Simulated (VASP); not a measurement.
# Zr3B10P4 (an interface model) in VASP: a series of runs

Zr3B10P4 (an interface model) is run at these levels: r2SCAN; tasks: single point.

All numbers are computed with VASP 6.6.1; they aren't measurements. Logs are shortened: lines on timing, memory, paths and dates and some standing lists are left out, and cuts for length are marked.

### 1 The cell of the first run

The cell holds layers of an interface, 17 atoms: a = 3.208 Å, b = 3.208 Å, c = 21.865 Å, α = 90.00°, β = 90.00°, γ = 120.00°.

### 2 Single point, r2SCAN

Contents of POSCAR:

```
Zr3B10P4
1.0
    3.2078136860      0.0000000000      0.0000000000
   -1.6039068430      2.7780481427      0.0000000000
    0.0000000000      0.0000000000     21.8646933615
P B Zr
4 10 3
Direct
    1.0000000000      1.0000000000      0.0167822814
    1.3333333333      1.6666666667      0.1374306840
    1.6666666667      2.3333333333      0.2573497876
    2.0000000000      3.0000000000      0.3772449926
    0.3333333333      0.6666666667      0.0475667251
    0.6666666667      1.3333333333      0.1674727848
    1.0000000000      2.0000000000      0.2873574546
    1.3333333333      2.6666666667      0.4076951107
    1.3333333333      2.6666666667      0.4918713675
    1.6666666667      2.3333333333      0.4997512254
    1.3333333333      2.6666666667      0.6539067244
    1.6666666667      2.3333333333      0.6537322996
    1.3333333333      2.6666666667      0.8153703570
    1.6666666667      2.3333333333      0.8150195126
    1.0000000000      2.0000000000      0.5726225454
    1.0000000000      2.0000000000      0.7343687747
    1.0000000000      2.0000000000      0.8934618339
```

Contents of INCAR.step1:

```
SYSTEM = Zr3B10P4
PREC     = Accurate       ! precision mode
ENCUT    = 520            ! plane-wave cutoff, eV
ISMEAR   = 0              ! smearing method
SIGMA    = 0.1            ! smearing width, eV
LREAL    = Auto         
LASPH    = .TRUE.         ! aspherical terms in the spheres
NELM     = 80             ! most SCF steps
NBANDS   = 57             ! bands
GGA      = PE             ! functional
ALGO     = Normal         ! electronic algorithm
EDIFF    = 1E-4           ! SCF threshold, eV
LWAVE    = .TRUE.         ! write WAVECAR
LCHARG   = .FALSE.        ! write CHGCAR
```

Contents of INCAR.step2:

```
SYSTEM = Zr3B10P4
PREC     = Accurate       ! precision mode
ENCUT    = 520            ! plane-wave cutoff, eV
EDIFF    = 1E-7           ! SCF threshold, eV
ISMEAR   = 0              ! smearing method
SIGMA    = 0.1            ! smearing width, eV
LREAL    = Auto         
LASPH    = .TRUE.         ! aspherical terms in the spheres
NELM     = 80             ! most SCF steps
ALGO     = Normal         ! electronic algorithm
ISIF     = 2              ! what is computed and relaxed
LWAVE    = .FALSE.        ! write WAVECAR
LCHARG   = .TRUE.         ! write CHGCAR
METAGGA  = R2SCAN         ! meta-GGA
LMIXTAU  = .TRUE.       
LELF     = .TRUE.         ! ELF
LVHAR    = .TRUE.       
NBANDS   = 57             ! bands
ISTART   = 1
```

Contents of KPOINTS:

```
regular mesh
0
G
  12 12 2
  0 0 0
```

Potentials or basis: VASP PAW PBE potentials, release 64 (P, B, Zr_sv).

On the command line:

```sh
cat potpaw_PBE.64/P/POTCAR potpaw_PBE.64/B/POTCAR potpaw_PBE.64/Zr_sv/POTCAR > POTCAR
cp INCAR.step1 INCAR
mpirun -np 1 vasp_std > vasp.out
cp INCAR.step2 INCAR
mpirun -np 1 vasp_std > vasp.out
```

OUTCAR:

```text
SYSTEM = Zr3B10P4
   PREC = Accurate
   ENCUT = 520
   EDIFF = 1E-7
   ISMEAR = 0
   LREAL = Auto
   LASPH = .TRUE.
   NELM = 80
   ISIF = 2
   METAGGA = R2SCAN
   ISTART = 1

 ion  position               nearest neighbor table
   1  0.000  0.000  0.017-   5 1.97   5 1.97   5 1.97  17 2.70
   2  0.333  0.667  0.137-   5 1.96   6 1.97   6 1.97   6 1.97
   3  0.667  0.333  0.257-   7 1.96   7 1.96   7 1.96   6 1.97
   4  0.000  0.000  0.377-   7 1.97   8 1.97   8 1.97   8 1.97
   5  0.333  0.667  0.048-   2 1.96   1 1.97   1 1.97   1 1.97
   6  0.667  0.333  0.167-   2 1.97   2 1.97   2 1.97   3 1.97
   7  0.000  0.000  0.287-   3 1.96   3 1.96   3 1.96   4 1.97
   8  0.333  0.667  0.408-   9 1.84   4 1.97   4 1.97   4 1.97
   9  0.333  0.667  0.492-   8 1.84  10 1.86  10 1.86  10 1.86  15 2.56  15 2.56  15 2.56
  10  0.667  0.333  0.500-   9 1.86   9 1.86   9 1.86  15 2.44  15 2.44  15 2.44
  11  0.333  0.667  0.654-  12 1.85  12 1.85  12 1.85  16 2.55  16 2.55  16 2.55  15 2.57  15 2.57
                            15 2.57
  12  0.667  0.333  0.654-  11 1.85  11 1.85  11 1.85  16 2.56  16 2.56  16 2.56  15 2.56  15 2.56
                            15 2.56
  13  0.333  0.667  0.815-  14 1.85  14 1.85  14 1.85  17 2.52  17 2.52  17 2.52  16 2.56  16 2.56
                            16 2.56
  14  0.667  0.333  0.815-  13 1.85  13 1.85  13 1.85  17 2.52  17 2.52  17 2.52  16 2.56  16 2.56
                            16 2.56
  15  0.000  0.000  0.573-  10 2.44  10 2.44  10 2.44   9 2.56   9 2.56   9 2.56  12 2.56  12 2.56
                            12 2.56  11 2.57  11 2.57  11 2.57  16 3.54
  16  0.000  0.000  0.734-  11 2.55  11 2.55  11 2.55  12 2.56  12 2.56  12 2.56  14 2.56  14 2.56
                            14 2.56  13 2.56  13 2.56  13 2.56  17 3.48  15 3.54
  17  0.000  0.000  0.893-  13 2.52  13 2.52  13 2.52  14 2.52  14 2.52  14 2.52   1 2.70  16 3.48

  LATTYP: Found a hexagonal cell.
 ALAT       =     3.2078136860
 C/A-ratio  =     6.8160733452

  Lattice vectors:

 A1 = (   3.2078136860,   0.0000000000,   0.0000000000)
 A2 = (  -1.6039068430,   2.7780481427,   0.0000000000)
 A3 = (   0.0000000000,   0.0000000000,  21.8646933615)

Analysis of symmetry for initial positions (statically):
=====================================================================
 Subroutine PRICEL returns:
 Original cell was already a primitive cell.

 Routine SETGRP: Setting up the symmetry group for a
 hexagonal supercell.

 Subroutine GETGRP returns: Found  6 space group operations
 (whereof  6 operations were pure point group operations)
 out of a pool of 24 trial point group operations.

The static configuration has the point symmetry C_3v.

Analysis of symmetry for dynamics (positions and initial velocities):
=====================================================================
 Subroutine PRICEL returns:
 Original cell was already a primitive cell.

 Routine SETGRP: Setting up the symmetry group for a
 hexagonal supercell.

 Subroutine GETGRP returns: Found  6 space group operations
 (whereof  6 operations were pure point group operations)
 out of a pool of 24 trial point group operations.

The dynamic configuration has the point symmetry C_3v.

 Subroutine INISYM returns: Found  6 space group operations
 (whereof  6 operations are pure point group operations),
 and found     1 'primitive' translations

----------------------------------------------------------------------------------------

                                     Primitive cell

  volume of cell :     194.8464

  direct lattice vectors                    reciprocal lattice vectors
     3.207813686  0.000000000  0.000000000     0.311738803  0.179982482  0.000000000
    -1.603906843  2.778048143  0.000000000     0.000000000  0.359964964  0.000000000
     0.000000000  0.000000000 21.864693361     0.000000000  0.000000000  0.045735835

  length of vectors
     3.207813686  3.207813686 21.864693361     0.359964964  0.359964964  0.045735835

  position of ions in fractional coordinates (direct lattice)
     0.000000000  0.000000000  0.016782281
     0.333333333  0.666666667  0.137430684
     0.666666667  0.333333333  0.257349788
     0.000000000  0.000000000  0.377244993
     0.333333333  0.666666667  0.047566725
     0.666666667  0.333333333  0.167472785
[... 9 lines left out ...]
     0.000000000  0.000000000  0.734368775
     0.000000000  0.000000000  0.893461834

  ion indices of the primitive-cell ions
   primitive index   ion index
                 1           1
                 2           2
                 3           3
                 4           4
                 5           5
                 6           6
[... 9 lines left out ...]
                16          16
                17          17

----------------------------------------------------------------------------------------

 KPOINTS: regular mesh

Automatic generation of k-mesh.
 Grid dimensions read from file:
 generate k-points for:   12   12    2

 Generating k-lattice:

  Cartesian coordinates                     Fractional coordinates (reciprocal lattice)
     0.025978234  0.014998540  0.000000000     0.083333333 -0.000000000  0.000000000
     0.000000000  0.029997080  0.000000000     0.000000000  0.083333333  0.000000000
     0.000000000  0.000000000  0.022867917     0.000000000  0.000000000  0.500000000

  Length of vectors
     0.029997080  0.029997080  0.022867917

  Shift w.r.t. Gamma in fractional coordinates (k-lattice)
     0.000000000  0.000000000  0.000000000

 Subroutine IBZKPT returns following result:
 ===========================================

 Found     38 irreducible k-points:

 Following reciprocal coordinates:
            Coordinates               Weight
  0.000000  0.000000  0.000000      1.000000
  0.083333  0.000000  0.000000      6.000000
  0.166667 -0.000000  0.000000      6.000000
  0.250000 -0.000000  0.000000      6.000000
  0.333333  0.000000  0.000000      6.000000
  0.416667 -0.000000  0.000000      6.000000
[... 16 lines left out ...]
  0.250000 -0.000000  0.500000      6.000000
  0.333333  0.000000  0.500000      6.000000
 [... further k-points ...]
   k-points           NKPTS =     38   k-points in BZ     NKDIM =     38   number of bands    NBANDS=     57
   number of dos      NEDOS =    301   number of ions     NIONS =     17
   total plane-waves  NPLWV =  96768
   dimension x,y,z NGX =    24 NGY =   24 NGZ =  168
   dimension x,y,z NGXF=    48 NGYF=   48 NGZF=  336
   ions per type =               4  10   3
   NGX,Y,Z   is equivalent  to a cutoff of  12.44, 12.44, 12.77 a.u.
   NGXF,Y,Z  is equivalent  to a cutoff of  24.88, 24.88, 25.55 a.u.
 SYSTEM =  Zr3B10P4
   PREC   = accura    normal or accurate (medium, high low for compatibility)
   ISTART =      1    job   : 0-new  1-cont  2-samecut
   ICHARG =      0    charge: 1-file 2-atom 10-const
   ISPIN  =      1    spin polarized calculation?
   LNONCOLLINEAR =      F non collinear calculations
   LSORBIT =      F    spin-orbit coupling
   LASPH  =      T    aspherical Exc in radial PAW
   ENCUT  =  520.0 eV  38.22 Ry    6.18 a.u.   5.96  5.96 40.65*2*pi/ulx,y,z
   NELM   =     80;   NELMIN=  2; NELMDL=  0     # of ELM steps
   EDIFF  = 0.1E-06   stopping-criterion for ELM
   LREAL  =      T    real-space projection
   EDIFFG = 0.1E-05   stopping-criterion for IOM
   NSW    =      0    number of steps for IOM
   IBRION =     -1    ionic relax: 0-MD 1-quasi-New 2-CG
   NFREE  =      0    steps in history (QN), initial steepest desc. (CG)
   ISIF   =      2    stress and relaxation
   ISYM   =      2    0-nonsym 1-usesym 2-fastsym
   POTIM  = 0.5000    time-step for ionic-motion
   TEBEG  =    0.0;   TEEND  =   0.0 temperature during run
   PSTRESS=    0.0 pullay stress
   NELECT =      86.0000    total number of electrons
   NUPDOWN=      -1.0000    fix difference up-down
   EMIN   =  10.00;   EMAX   =-10.00  energy-range for DOS
   EFERMI =   0.00;   METHOD = LEGACY
   ISMEAR =     0;   SIGMA  =   0.10  broadening in eV -4-tet -1-fermi 0-gaus
   EFERMI_NEDOS =   21; number of points for ismear=-14 and -15
   IALGO  =     38    algorithm
   IMIX   =      4    mixing-type and parameters
     AMIX     =   0.40;   BMIX     =  1.00
     AMIX_MAG =   1.60;   BMIX_MAG =  1.00
  volume/ion in A,a.u.               =      11.46        77.35
  Fermi-wavevector in a.u.,A,eV,Ry     =   1.246456  2.355460 21.138720  1.553652
  Thomas-Fermi vector in A             =   2.380632
   LORBIT       =      0    0 simple, 1 ext, 2 COOP (PROOUT), +10 PAW based schemes
   METAGGA = R2SCAN    functional components
   LHFCALC =     F    Hartree Fock is set to
   AEXX    =    0.0000 exact exchange contribution
   IVDW    =     0    specifies the selected vdW correction
   LEPSILON=     F    determine dielectric tensor
   LRPA    =     F    only Hartree local field effects (RPA)
 non-spin polarized calculation
 Gauss-broadening in eV      SIGMA  =   0.10
  energy-cutoff  :      520.00
  volume of cell :      194.85
 maximum number of plane-waves:      5310
 NGX is ok and might be reduce to    24
   NGX = 11   NGY = 11   NGZ = 81

 number of electron      86.0000002 magnetization

 Free energy of the ion-electron system (eV)
  ---------------------------------------------------
  ext. energy  EPLUGINS =         0.00000000
  ---------------------------------------------------
  free energy    TOTEN  =      -187.77798408 eV

  energy without entropy =     -187.75696558  energy(sigma->0) =     -187.76747483

 E-fermi :   8.1765     XC(G=0): -12.1633

 val. band max:        8.1696682630   @ k =   0.2500   0.1667   0.0000
 cond. band min:       8.1818281054   @ k =   0.0833   0.0833   0.5000
 fundamental gap:      0.0121598424
 Fermi energy:         8.1765085508

 k-point     1 :       0.0000    0.0000    0.0000
  band No.  band energies     occupation
      1     -42.4194      2.00000
      2     -42.0882      2.00000
      3     -41.8379      2.00000
      4     -19.9926      2.00000
      5     -19.7409      2.00000
      6     -19.4718      2.00000
[... 47 lines left out ...]
     54      12.2867      0.00000
[... 1333 lines left out ...]
     54      12.1492      0.00000
     55      12.5882      0.00000

 [... further k-points ...]

 [bands above 55 left out]

------------------------ aborting loop because EDIFF is reached ----------------------------------------

  FORCE on cell =-STRESS in cart. coord.  units (eV):
  Direction    XX          YY          ZZ          XY          YZ          ZX
  --------------------------------------------------------------------------------------
  -------------------------------------------------------------------------------------
  Total       -5.2084591     -5.2084591     -0.2272957      0.0000000     -0.0000000      0.0000000
  in kB      -42.8279755    -42.8279755     -1.8690012      0.0000000     -0.0000000      0.0000000
  external PRESSURE =     -29.1749840 kB  Pullay stress =       0.0000000 kB

 VOLUME and BASIS-vectors are now :
 -----------------------------------------------------------------------------
  energy-cutoff  :      520.00
  volume of cell :      194.85
      direct lattice vectors                 reciprocal lattice vectors
     3.207813686  0.000000000  0.000000000     0.311738803  0.179982482  0.000000000
    -1.603906843  2.778048143  0.000000000     0.000000000  0.359964964  0.000000000
     0.000000000  0.000000000 21.864693361     0.000000000  0.000000000  0.045735835

 POSITION                                       TOTAL-FORCE (eV/Angst)
 -----------------------------------------------------------------------------------
      0.00000      0.00000      0.36694        -0.000000     -0.000000      0.032772
     -0.00000      1.85203      3.00488         0.000000      0.000000      0.003764
      1.60391      0.92602      5.62687         0.000000     -0.000000      0.002090
      0.00000      0.00000      8.24835         0.000000     -0.000000      0.001603
     -0.00000      1.85203      1.04003         0.000000     -0.000000     -0.007742
      1.60391      0.92602      3.66174        -0.000000      0.000000      0.000518
[... 9 lines left out ...]
      0.00000      0.00000     16.05675        -0.000000     -0.000000     -0.002707
      0.00000      0.00000     19.53527        -0.000000     -0.000000      0.011006
 -----------------------------------------------------------------------------------
    total drift:                               -0.000000      0.000000     -0.002212

  FREE ENERGIE OF THE ION-ELECTRON SYSTEM (eV)
  ---------------------------------------------------
  free  energy   TOTEN  =      -187.7779840832 eV

  energy  without entropy=     -187.7569655847  energy(sigma->0) =     -187.76747483
```

Run time: 27 min. Hardware: 1 thread of Intel Xeon 6975P-C (Granite Rapids), shared host; peak memory 0.49 GiB.

Results:

```
Free energy            : -187.7780 eV
Pressure               : -2.9 GPa
Largest force          : 0.033 eV/Å
Band gap on the k mesh : zero (bands 43 and 44 overlap by 0.94 eV)
```

Forces in eV/Å, atoms in the order of the input:
```
P    0.000  0.000  0.033
P    0.000  0.000  0.004
P    0.000  0.000  0.002
P    0.000  0.000  0.002
B    0.000  0.000 -0.008
B    0.000  0.000  0.001
B    0.000  0.000 -0.003
B    0.000  0.000 -0.027
B    0.000  0.000  0.001
B    0.000  0.000 -0.007
B    0.000  0.000 -0.002
B    0.000  0.000 -0.003
B    0.000  0.000 -0.002
B    0.000  0.000  0.000
Zr   0.000  0.000  0.001
Zr   0.000  0.000 -0.003
Zr   0.000  0.000  0.011
```

Caveat: the PAW data sets were made with another functional, which shifts forces and pressure a little.

### 3 Single point, r2SCAN

This run uses another cell than the first one, of 11.51 Å³/atom.

Contents of POSCAR:

```
Zr3B10P4
1.0
    3.2078136860      0.0000000000      0.0000000000
   -1.6039068430      2.7780481427      0.0000000000
    0.0000000000      0.0000000000     21.9520895029
P B Zr
4 10 3
Direct
    1.0000000000      1.0000000000      0.0227768751
    1.3333333333      1.6666666667      0.1420898410
    1.6666666667      2.3333333333      0.2614028069
    2.0000000000      3.0000000000      0.3807157728
    0.3333333333      0.6666666667      0.0526051165
    0.6666666667      1.3333333333      0.1719180825
    1.0000000000      2.0000000000      0.2912310484
    1.3333333333      2.6666666667      0.4105440143
    1.3333333333      2.6666666667      0.4898075396
    1.6666666667      2.3333333333      0.4898075396
    1.3333333333      2.6666666667      0.6505173536
    1.6666666667      2.3333333333      0.6505173536
    1.3333333333      2.6666666667      0.8112271677
    1.6666666667      2.3333333333      0.8112271677
    1.0000000000      2.0000000000      0.5701624466
    1.0000000000      2.0000000000      0.7308722606
    1.0000000000      2.0000000000      0.8915820747
```

Contents of INCAR.step1:

```
SYSTEM = Zr3B10P4
ALGO = Normal ; EDIFF = 1E-4
ENCUT = 520 ; GGA = PE
ISMEAR = 0 ; LASPH = .TRUE.
LCHARG = .FALSE. ; LREAL = Auto
LWAVE = .TRUE. ; NBANDS = 57
NELM = 100 ; PREC = Accurate
SIGMA = 0.1
```

Contents of INCAR.step2:

```
SYSTEM = Zr3B10P4
ALGO = Normal ; EDIFF = 1E-6
ENCUT = 520 ; ISIF = 2
ISMEAR = 0 ; ISTART = 1
LASPH = .TRUE. ; LCHARG = .FALSE.
LMIXTAU = .TRUE. ; LREAL = Auto
LWAVE = .FALSE. ; METAGGA = R2SCAN
NBANDS = 57 ; NELM = 100
PREC = Accurate ; SIGMA = 0.1
```

Contents of KPOINTS:

```
k-points
0
G
  12 12 2
  0 0 0
```

Potentials or basis: VASP PAW PBE potentials, release 64 (P, B, Zr_sv).

On the command line:

```sh
cat potpaw_PBE.64/P/POTCAR potpaw_PBE.64/B/POTCAR potpaw_PBE.64/Zr_sv/POTCAR > POTCAR
cp INCAR.step1 INCAR
mpirun -np 1 vasp_std > vasp.out
cp INCAR.step2 INCAR
mpirun -np 1 vasp_std > vasp.out
```

Wall time 73 min (1 thread of Intel Xeon 8259CL, shared host); peak memory 0.49 GiB.

It converged, with:

```yaml
Free_energy: -187.4288 eV
Pressure: -3.7 GPa
Largest_force: 1.891 eV/Å
Band_gap_on_the_k_mesh: zero (bands 43 and 44 overlap by 0.95 eV)
```

Forces in eV/Å, atoms in the order of the input:
```
P    0.000  0.000 -0.793
P    0.000  0.000 -0.021
P    0.000  0.000 -0.067
P    0.000  0.000 -1.238
B    0.000  0.000  0.035
B    0.000  0.000  0.070
B    0.000  0.000  0.070
B    0.000  0.000 -0.783
B    0.000  0.000  0.566
B    0.000  0.000  1.891
B    0.000  0.000  0.035
B    0.000  0.000 -0.093
B    0.000  0.000  0.263
B    0.000  0.000  0.193
Zr   0.000  0.000 -0.339
Zr   0.000  0.000 -0.041
Zr   0.000  0.000  0.252
```

Stress tensor (GPa, compression positive):
```
-5.60  0.00  0.00
 0.00 -5.60  0.00
 0.00  0.00  0.14
```

Levels at points of the mesh, in eV from the Fermi level:
| k point | band 41 | band 42 | band 43 | band 44 | band 45 | band 46 |
| --- | --- | --- | --- | --- | --- | --- |
| (0.00, 0.00, 0.00) | 0.15 | 0.15 | 0.82 | 0.82 | 1.27 | 1.27 |
| (0.50, 0.00, 0.00) | -2.10 | -1.53 | -1.51 | 0.65 | 1.25 | 2.17 |
| (0.00, 0.00, 0.50) | 0.14 | 0.14 | 0.82 | 0.82 | 1.28 | 1.28 |
| (0.50, 0.00, 0.50) | -2.09 | -1.53 | -1.52 | 0.65 | 1.24 | 2.18 |

Caveat: the PAW data sets were made with another functional, which shifts forces and pressure a little.
